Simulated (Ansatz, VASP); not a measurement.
# HfSiO4: VASP beside Ansatz

```xyz
12
Lattice="-3.3228 3.3228 3.0071 3.3228 -3.3228 3.0071 3.3228 3.3228 -3.0071" Properties=species:S:1:pos:R:3 pbc="T T T"
Hf    0.0000    3.3228    1.5035
Hf    0.0000    0.0000    0.0000
Si    3.3228    0.0000    1.5035
Si    0.0000    0.0000    3.0071
O     3.3228    2.0987   -1.0890
O     4.5468    0.0000    0.4145
O     0.0000    1.2240    1.9180
O     2.0987    0.0000    0.4145
O     3.3228    1.2240    2.5926
O     1.2240    0.0000    4.0961
O     3.3228   -1.2240    2.5926
O     2.0987    3.3228    1.0890
```

Alike in both runs: functional PBE; k mesh 6 × 6 × 6; no spin polarisation.

Ansatz relaxed the structure, and its values are those at the end. VASP's run is a single point on that final structure, the one shown.

|  | VASP | Ansatz |
| --- | --- | --- |
| version | VASP 6.6.1 | Ansatz 0.2.0 |
| potentials or method | VASP PAW PBE potentials, release 64 (Hf_pv, Si, O), cutoff 520 eV | scalar-relativistic, plane waves, PAW |
| occupations | gaussian, width 0.01 eV | fixed |
| valence electrons in the cell | 76 | 108 |

```tsv
	VASP	Ansatz	Ansatz less VASP
gap on the k mesh at the Fermi level (eV)	5.27	5.33	+0.057
least direct gap on the mesh (eV)	5.60	5.65	+0.053
pressure (GPa)	-1.6	0.0	+1.60
rms of the force components (eV/Å)	0.086	0.000	-0.0863
```

VASP's potentials hold 76 valence electrons a cell and Ansatz's 108, so a difference there can come from the potentials and not from the codes.

Neither program's run includes spin-orbit coupling.
